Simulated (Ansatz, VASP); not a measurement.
# One calculation of Ag, two programs

```
Ag
1.0
     0.00000    2.08317    2.08317
     2.08317    0.00000    2.08317
     2.08317    2.08317    0.00000
Ag
1
Direct
  0.00000 0.00000 0.00000
```

Change from the starting cell: volume scaled by 1.06, crystal datasets.

Alike in both runs: task electric field gradients; functional LDA; k mesh 15 × 15 × 15; occupations fermi-dirac, width 0.05 eV; no spin polarisation.

|  | VASP | Ansatz |
| --- | --- | --- |
| version | VASP 6.6.1 | Ansatz 0.2.0 |
| potentials or method | VASP PAW LDA potentials, release 64 (Ag), cutoff 520 eV | all-electron PAW with datasets made for the crystal, scalar-relativistic |

VASP gave:

* pressure (GPa): -11.8

Q: Estimate Ansatz's values.

A: Pressure (GPa): -12.0.

LDA's correlation is that of Perdew and Zunger in VASP and of Perdew and Wang (1992) in Ansatz. Ansatz ran all-electron here, and VASP with PAW potentials.
